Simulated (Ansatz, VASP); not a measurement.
**Two plane-wave programs on SnO2**

```
Sn O
1.0
     4.73800    0.00000    0.00000
     0.00000    4.73800    0.00000
     0.00000    0.00000    3.09090
Sn O
2 4
Direct
  0.00000 0.00000 0.00000
  0.50000 0.50000 0.50000
  0.30368 0.30368 0.00000
  0.19632 0.80368 0.50000
  0.69632 0.69632 0.00000
  0.80368 0.19632 0.50000
```

Change from the starting cell: z stretched by -3 %, ions relaxed.

Alike in both runs: functional PBE; k mesh 7 × 7 × 9; occupations fermi-dirac, width 0.02 eV; no spin polarisation.

Ansatz relaxed the structure, and its values are those at the end. VASP's run is a single point on that final structure, the one shown.

|  | VASP | Ansatz |
| --- | --- | --- |
| version | VASP 6.6.1 | Ansatz 0.2.0 |
| potentials or method | VASP PAW PBE potentials, release 64 (Sn_d, O) | plane-wave PAW, scalar-relativistic |
| plane-wave cutoff (eV) | 520 | 420 |
| valence electrons in the cell | 52 | 52 |

Ansatz gave:

- gap on the k mesh at the Fermi level (eV): 1.65
- pressure (GPa): 19.3
- rms of the force components (eV/Å): 0.000

Task: What did VASP give for the same quantities?

Result: gap on the k mesh at the Fermi level (eV): 1.64; pressure (GPa): 20.0; rms of the force components (eV/Å): 0.011.

Ansatz's warnings: stress scf threshold loose.
